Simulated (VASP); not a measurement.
Set up this calculation in VASP 6.6.1, as the native input.

```
Task                   : relaxation of cell and atoms
Functional             : PBE
Potentials or basis    : VASP PAW PBE potentials, release 64 (Ho_3, B, N), 4f in core
Cutoff                 : 600 eV
k mesh                 : 6 × 6 × 6
Occupations            : gaussian, width 0.1 eV
Spin                   : no spin polarisation
Dipole correction      : no
Further INCAR settings : ALGO = Normal; EDIFF = 1e-07; IBRION = 2; EDIFFG = -0.01; NSW = 100; ISIF = 3
```

The structure of Ho2BN3 lies in POSCAR:

```
Ho2BN3
1.0
    7.2057305290      0.0000000000      0.0000000000
   -3.6028652645      6.2403456909      0.0000000000
    0.0000000000      0.0000000000      6.2778497140
Ho B N
2 1 3
Direct
    0.3333333333      0.6666666667      0.0000000000
    0.6666666667      0.3333333333      0.0000000000
    0.0000000000      0.0000000000      0.0000000000
    0.5000000000      0.0000000000      0.0000000000
    0.0000000000      0.5000000000      0.0000000000
    0.5000000000      0.5000000000      0.0000000000
```

The cell was generated, and may not be a known phase.

These files were run (other wordings do the same):

INCAR

```
SYSTEM = Ho2BN3
  PREC = Accurate
  ENCUT = 600
  EDIFF = 1E-7
  ISMEAR = 0
  SIGMA = 0.1
  LREAL = .False.
  LASPH = .True.
  NELM = 200
  ALGO = Normal
  ISIF = 3
  LWAVE = .False.
  LCHARG = .False.
  GGA = PE
  IBRION = 2
  NSW = 100
  EDIFFG = -0.01
  GGA_COMPAT = .False.
  NELMIN = 4
  LMAXMIX = 6
```

KPOINTS

```
Automatic mesh
0
Gamma
  6 6 6
  0 0 0
```

Potentials or basis: VASP PAW PBE potentials, release 64 (Ho_3, B, N), 4f in core.

Launch:

```bash
$ cat potpaw_PBE.64/Ho_3/POTCAR potpaw_PBE.64/B/POTCAR potpaw_PBE.64/N/POTCAR > POTCAR
$ mpirun -np 1 vasp_std > vasp.out
```

It gave:

```yaml
Relaxed_cell: a = 7.238 Å, b = 7.238 Å, c = 6.276 Å, α = 90.00°, β = 90.00°, γ = 120.00°
Space_group_after_relaxing_to_0.1_Å: P6/mmm (No. 191)
Energy_gained_by_relaxing: 0.7 meV/atom
Ionic_steps: 3
Pressure_after_relaxing: 0.0 GPa
Band_gap_on_the_k_mesh: zero (bands 18 and 19 overlap by 0.37 eV)
```

Caveat: spin-orbit coupling is left out, which moves the levels of the heavy elements; the 4f electrons are frozen in the core, so they carry no moment and show no levels; the run has no spin polarisation, though such a crystal can be magnetic.

Wall time 27 min on 1 thread of AMD EPYC 7R43 64-Core Processor (Zen 3) (shared host), peak memory 0.52 GiB.
